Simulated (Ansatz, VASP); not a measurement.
**One calculation of BN, two programs**

```
B N
1.0
     0.00000    1.75624    1.75624
     1.75624    0.00000    1.75624
     1.75624    1.75624    0.00000
B N
1 1
Direct
  0.00000 0.00000 0.00000
  0.25000 0.25000 0.25000
```

Alike in both runs: task single point; functional PBE; k mesh 12 × 12 × 12; occupations gaussian, width 0.02 eV; no spin polarisation.

|  | VASP | Ansatz |
| --- | --- | --- |
| version | VASP 6.6.1 | Ansatz 0.2.0 |
| potentials or method | VASP PAW PBE potentials, release 64 (B, N), cutoff 520 eV | scalar-relativistic, plane waves, PAW |
| valence electrons in the cell | 8 | 8 |

VASP gave:

| Item | Value |
| --- | --- |
| gap on the k mesh at the Fermi level (eV) | 4.55 |
| least direct gap on the mesh (eV) | 9.23 |

Problem. Which values does Ansatz return?

Solution. gap on the k mesh at the Fermi level (eV): 4.56; least direct gap on the mesh (eV): 9.24.

With one functional, cell and mesh, what is left measures potentials, basis and numerics.
